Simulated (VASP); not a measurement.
**InSe: single point with PBE+D3(BJ)**

The system is InSe, a slab with vacuum.

```
CELL_PARAMETERS angstrom
4.30842 0.00000 0.00000
-2.15421 3.73120 0.00000
0.00000 0.00000 36.72119
ATOMIC_POSITIONS crystal
Se 0.00000 0.00000 0.43073
Se 0.00000 0.00000 0.56924
In 0.66667 0.33333 0.46165
In 0.66667 0.33333 0.53832
```

This cell differs from its parent crystal: biaxial strain +0.070, then relaxed in part.

| Item | Value |
| --- | --- |
| Program | VASP 6.6.1 |
| Task | single point |
| Functional | PBE |
| Dispersion | D3(BJ) |
| Potentials or basis | VASP PAW PBE potentials, release 64 (Se, In_d) |
| Cutoff | 520 eV |
| k mesh | 12 × 12 × 1 |
| Occupations | gaussian, width 0.02 eV |
| Spin | no spin polarisation |

- Largest force: 0.011 eV/Å
- Band gap on the k mesh: 0.53 eV (least direct gap 0.70 eV)
- Dispersion energy per atom: -0.195 eV

Forces on the atoms (eV/Å):
```
Se   0.000  0.000 -0.011
Se   0.000  0.000  0.011
In   0.000  0.000  0.010
In   0.000  0.000 -0.010
```

Levels at points of the mesh, in eV from the valence-band top:
```
           k point  band 15  band 16  band 17  band 18  band 19  band 20  band 21  band 22  band 23  band 24
(0.00, 0.00, 0.00)    -1.16    -1.16    -1.07    -1.07    -0.16     0.53     1.97     4.05     4.05     5.26
(0.50, 0.00, 0.00)    -2.42    -2.02    -1.83    -1.47    -0.92     1.75     1.95     4.17     4.32     4.74
```

It took 4.4 min on 1 thread of Intel(R) Xeon(R) 6975P-C (Granite Rapids), with other jobs on the host, peak memory 0.78 GiB.

Caveat: the cell differs from its parent crystal (biaxial strain +0.070, then relaxed in part); spin-orbit coupling is left out, which moves the levels of the heavy elements.
